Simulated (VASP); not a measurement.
# C (P-3m1) in VASP: notebook, part 2 of 2

VASP 6.6.1. The steps go on from the part before.

## Step 3: Single point, r2SCAN

This run uses another cell than the first one, of 10.50 Å³/atom, 1.043 times its volume.

File POSCAR:

```
C
1.0
   -2.4558330623      0.0000000000      0.0000000000
   -1.2279165312     -2.1268138194      0.0000000000
    0.0000000000      0.0000000000     12.0572328611
C
6
Direct
    0.6666666667      0.6666666667      0.1458964083
    1.0000000000      1.0000000000      0.7296253055
    0.3333333333      0.3333333333      0.4377608569
    0.6666666667      0.6666666667      0.7296677509
    1.0000000000      0.0000000000      0.4378033024
    0.3333333333      0.3333333333      0.1459388538
```

File INCAR.step1:

```
SYSTEM = C
PREC = Accurate
ENCUT = 520
ISMEAR = 0
SIGMA = 0.05
LREAL = .FALSE.
LASPH = .TRUE.
NELM = 80
NBANDS = 21
GGA = PE
ALGO = Normal
EDIFF = 1E-4
LWAVE = .TRUE.
LCHARG = .FALSE.
```

File INCAR.step2:

```
SYSTEM = C
PREC = Accurate
ENCUT = 520
EDIFF = 1E-6
ISMEAR = 0
SIGMA = 0.05
LREAL = .FALSE.
LASPH = .TRUE.
NELM = 80
ALGO = Normal
ISIF = 2
LWAVE = .FALSE.
LCHARG = .TRUE.
METAGGA = R2SCAN
LMIXTAU = .TRUE.
LELF = .TRUE.
LVHAR = .TRUE.
NBANDS = 21
ISTART = 1
```

File KPOINTS:

```
Automatic mesh
0
G
  15 15 3
  0 0 0
```

Potentials or basis: VASP PAW PBE potentials, release 64 (C).

On the command line:

```
> cat potpaw_PBE.64/C/POTCAR > POTCAR
> cp INCAR.step1 INCAR
> mpirun -np 1 vasp_std > vasp.out
> cp INCAR.step2 INCAR
> mpirun -np 1 vasp_std > vasp.out
```

OUTCAR:

```text
SYSTEM = C
   PREC = Accurate
   ENCUT = 520
   EDIFF = 1E-6
   ISMEAR = 0
   LREAL = .FALSE.
   LASPH = .TRUE.
   NELM = 80
   ISIF = 2
   METAGGA = R2SCAN
   ISTART = 1

 ion  position               nearest neighbor table
   1  0.667  0.667  0.146-   6 1.42   6 1.42   6 1.42
   2  0.000  0.000  0.730-   4 1.42   4 1.42   4 1.42
   3  0.333  0.333  0.438-   5 1.42   5 1.42   5 1.42
   4  0.667  0.667  0.730-   2 1.42   2 1.42   2 1.42
   5  0.000  0.000  0.438-   3 1.42   3 1.42   3 1.42
   6  0.333  0.333  0.146-   1 1.42   1 1.42   1 1.42

  LATTYP: Found a hexagonal cell.
 ALAT       =     2.4558330623
 C/A-ratio  =     4.9096304818

  Lattice vectors:

 A1 = (   1.2279165312,   2.1268138194,   0.0000000000)
 A2 = (  -2.4558330623,   0.0000000000,   0.0000000000)
 A3 = (   0.0000000000,   0.0000000000,  12.0572328611)

Analysis of symmetry for initial positions (statically):
=====================================================================
 Subroutine PRICEL returns:
 Original cell was already a primitive cell.

 Routine SETGRP: Setting up the symmetry group for a
 hexagonal supercell.

 Subroutine GETGRP returns: Found 12 space group operations
 (whereof  6 operations were pure point group operations)
 out of a pool of 24 trial point group operations.

The static configuration has the point symmetry C_3v.
 The point group associated with its full space group is D_3d.

Analysis of symmetry for dynamics (positions and initial velocities):
=====================================================================
 Subroutine PRICEL returns:
 Original cell was already a primitive cell.

 Routine SETGRP: Setting up the symmetry group for a
 hexagonal supercell.

[... 125 lines left out ...]
   NUPDOWN=      -1.0000    fix difference up-down
   EMIN   =  10.00;   EMAX   =-10.00  energy-range for DOS
   EFERMI =   0.00;   METHOD = LEGACY
   ISMEAR =     0;   SIGMA  =   0.05  broadening in eV -4-tet -1-fermi 0-gaus
   EFERMI_NEDOS =   21; number of points for ismear=-14 and -15
   IALGO  =     38    algorithm
   IMIX   =      4    mixing-type and parameters
     AMIX     =   0.40;   BMIX     =  1.00
     AMIX_MAG =   1.60;   BMIX_MAG =  1.00
  volume/ion in A,a.u.               =      10.50        70.83
  Fermi-wavevector in a.u.,A,eV,Ry     =   1.186916  2.242946 19.167469  1.408769
  Thomas-Fermi vector in A             =   2.323078
   LORBIT       =      0    0 simple, 1 ext, 2 COOP (PROOUT), +10 PAW based schemes
   METAGGA = R2SCAN    functional components
   LHFCALC =     F    Hartree Fock is set to
   AEXX    =    0.0000 exact exchange contribution
   IVDW    =     0    specifies the selected vdW correction
   LEPSILON=     F    determine dielectric tensor
   LRPA    =     F    only Hartree local field effects (RPA)
 non-spin polarized calculation
 Gauss-broadening in eV      SIGMA  =   0.05
  energy-cutoff  :      520.00
  volume of cell :       62.98
 maximum number of plane-waves:      1723
   NGX =  9   NGY =  9   NGZ = 45

 number of electron      23.9999994 magnetization

 Free energy of the ion-electron system (eV)
  ---------------------------------------------------
  ext. energy  EPLUGINS =         0.00000000
  ---------------------------------------------------
  free energy    TOTEN  =       -59.59479401 eV

  energy without entropy =      -59.59434998  energy(sigma->0) =      -59.59457200

 E-fermi :   3.2254     XC(G=0):  -9.7487

 val. band max:        3.2135382396   @ k =  -0.3333   0.3333   0.0000
 cond. band min:       3.2372218017   @ k =  -0.3333   0.3333   0.0000
 fundamental gap:      0.0236835621
 Fermi energy:         3.2254254790

 k-point     1 :       0.0000    0.0000    0.0000
  band No.  band energies     occupation
      1     -17.6985      2.00000
      2     -17.6283      2.00000
      3     -17.5552      2.00000
      4      -5.4274      2.00000
      5      -4.9531      2.00000
      6      -4.3140      2.00000
[... 565 lines left out ...]
     20      15.1457      0.00000
     21      15.2014      0.00000

 [... further k-points ...]
[... 5 lines left out ...]
  --------------------------------------------------------------------------------------
  -------------------------------------------------------------------------------------
  Total        0.3745665      0.3745665     -0.0910101      0.0000000     -0.0000000     -0.0000000
  in kB        9.5293551      9.5293551     -2.3153904      0.0000000     -0.0000000     -0.0000000
  external PRESSURE =       5.5811066 kB  Pullay stress =       0.0000000 kB

 VOLUME and BASIS-vectors are now :
 -----------------------------------------------------------------------------
  energy-cutoff  :      520.00
  volume of cell :       62.98
      direct lattice vectors                 reciprocal lattice vectors
    -2.455833062  0.000000000  0.000000000    -0.407193801  0.235093451  0.000000000
    -1.227916531 -2.126813819  0.000000000     0.000000000 -0.470186902  0.000000000
     0.000000000  0.000000000 12.057232861     0.000000000  0.000000000  0.082937770

 POSITION                                       TOTAL-FORCE (eV/Angst)
 -----------------------------------------------------------------------------------
     -2.45583     -1.41788      1.75911        -0.000000      0.000000      0.001454
      0.00000      0.00000      8.79726         0.000000     -0.000000      0.007194
     -1.22792     -0.70894      5.27818        -0.000000     -0.000000      0.000342
     -2.45583     -1.41788      8.79777         0.000000      0.000000     -0.001454
      0.00000      0.00000      5.27870         0.000000      0.000000     -0.000342
     -1.22792     -0.70894      1.75962        -0.000000      0.000000     -0.007194
 -----------------------------------------------------------------------------------
    total drift:                               -0.000000     -0.000000     -0.000002

  FREE ENERGIE OF THE ION-ELECTRON SYSTEM (eV)
  ---------------------------------------------------
  free  energy   TOTEN  =       -59.5947940103 eV

  energy  without entropy=      -59.5943499836  energy(sigma->0) =      -59.59457200
```

OUTCAR.step1:

```text
SYSTEM = C
   PREC = Accurate
   ENCUT = 520
   ISMEAR = 0
   LREAL = .FALSE.
   LASPH = .TRUE.
[... 815 lines left out ...]
     -2.45583     -1.41788      8.79777         0.000000      0.000000      0.025275
      0.00000      0.00000      5.27870        -0.000000     -0.000000      0.005575
     -1.22792     -0.70894      1.75962         0.000000      0.000000     -0.028098
 -----------------------------------------------------------------------------------
    total drift:                               -0.000000     -0.000000     -0.000003

  FREE ENERGIE OF THE ION-ELECTRON SYSTEM (eV)
  ---------------------------------------------------
  free  energy   TOTEN  =       -55.3136568585 eV

  energy  without entropy=      -55.3132082721  energy(sigma->0) =      -55.31343257
```

Wall time 2.1 min (1 thread of Intel Xeon 6975P-C (Granite Rapids), shared host); peak memory 0.2 GiB.

What came out:

- Free energy: -59.5948 eV
- Pressure: 0.6 GPa
- Largest force: 0.007 eV/Å
- Band gap on the k mesh: 0.02 eV, direct

Forces on the atoms (eV/Å):
```
C    0.000  0.000  0.001
C    0.000  0.000  0.007
C    0.000  0.000  0.000
C    0.000  0.000 -0.001
C    0.000  0.000  0.000
C    0.000  0.000 -0.007
```

Stress tensor (GPa, compression positive):
```
 0.95  0.00  0.00
 0.00  0.95  0.00
 0.00  0.00 -0.23
```

Levels at points of the mesh, in eV from the valence-band top:
```csv
k point,band 8,band 9,band 10,band 11,band 12,band 13,band 14,band 15,band 16,band 17
"(0.00, 0.00, 0.00)",-3.21,-3.21,-3.21,-3.20,-3.20,3.34,5.91,6.93,8.73,8.73
```

Caveat: the PAW data sets were made with another functional, which shifts forces and pressure a little. A k mesh can miss the band edges.

## Step 4: Single point, r2SCAN

This run uses another cell than the first one, of 11.80 Å³/atom, 1.173 times its volume.

File POSCAR:

```
C
1.0
   -2.4558330623      0.0000000000      0.0000000000
   -1.2279165312     -2.1268138194      0.0000000000
    0.0000000000      0.0000000000     13.5572328611
C
6
Direct
    0.6666666667      0.6666666667      0.1297541310
    1.0000000000      1.0000000000      0.6488980679
    0.3333333333      0.3333333333      0.3893260995
    0.6666666667      0.6666666667      0.6489358171
    1.0000000000      0.0000000000      0.3893638487
    0.3333333333      0.3333333333      0.1297918802
```

File INCAR.step1:

```
SYSTEM = C
PREC = Accurate
ENCUT = 520
ISMEAR = 0
SIGMA = 0.05
LREAL = .False.
LASPH = .True.
NELM = 60
NBANDS = 21
GGA = PE
ALGO = Normal
EDIFF = 1E-4
LWAVE = .True.
LCHARG = .False.
```

File INCAR.step2:

```
SYSTEM = C
PREC = Accurate
ENCUT = 520
EDIFF = 1E-6
ISMEAR = 0
SIGMA = 0.05
LREAL = .False.
LASPH = .True.
NELM = 60
ALGO = Normal
ISIF = 2
LWAVE = .False.
LCHARG = .False.
METAGGA = R2SCAN
LMIXTAU = .True.
NBANDS = 21
ISTART = 1
```

File KPOINTS:

```
Automatic mesh
0
Gamma
  15 15 3
  0 0 0
```

On the command line:

```
> cat potpaw_PBE.64/C/POTCAR > POTCAR
> cp INCAR.step1 INCAR
> mpirun -np 1 vasp_std > vasp.out
> cp INCAR.step2 INCAR
> mpirun -np 1 vasp_std > vasp.out
```

It took 2.5 min on 1 thread of Intel Xeon 6975P-C (Granite Rapids), shared host; peak memory 0.22 GiB.

Results (log left out):

```yaml
Free_energy: -59.5914 eV
Pressure: 0.5 GPa
Largest_force: 0.005 eV/Å
```

Forces on the atoms (eV/Å):
```
C    0.000  0.000  0.005
C    0.000  0.000  0.003
C    0.000  0.000  0.000
C    0.000  0.000 -0.005
C    0.000  0.000  0.000
C    0.000  0.000 -0.003
```

Stress tensor (GPa, compression positive):
```
 0.83  0.00  0.00
 0.00  0.83  0.00
 0.00  0.00 -0.13
```

Levels at points of the mesh, in eV from the Fermi level:
| k point | band 10 | band 11 | band 12 | band 13 | band 14 | band 15 |
| --- | --- | --- | --- | --- | --- | --- |
| (0.00, 0.00, 0.00) | -3.22 | -3.21 | -3.21 | 3.37 | 5.46 | 5.67 |

Caveat: the PAW data sets were made with another functional, which shifts forces and pressure a little.

## Step 5: Summary

```tsv
cell	gap on the mesh (eV)	pressure (GPa)	largest force (eV/Å)
a = 2.456, b = 2.456, c = 11.557 Å, angles 90.0, 90.0, 60.0°, 6 atoms	0.08	0.6	0.01
a = 2.456, b = 2.456, c = 12.057 Å, angles 90.0, 90.0, 60.0°, 6 atoms	0.02	0.6	0.01
a = 2.456, b = 2.456, c = 13.557 Å, angles 90.0, 90.0, 60.0°, 6 atoms	-	0.5	0.01
```

Alike in all rows: task single point; level r2SCAN; potentials or basis VASP PAW PBE potentials, release 64 (C); no spin polarisation; k mesh 15 × 15 × 3; cutoff (eV) 520; smearing gaussian 0.05 eV.

Caveats: the PAW data sets were made with another functional, which shifts forces and pressure a little.

Total energies depend on the potentials used, so only differences within one code and one set of settings carry meaning.
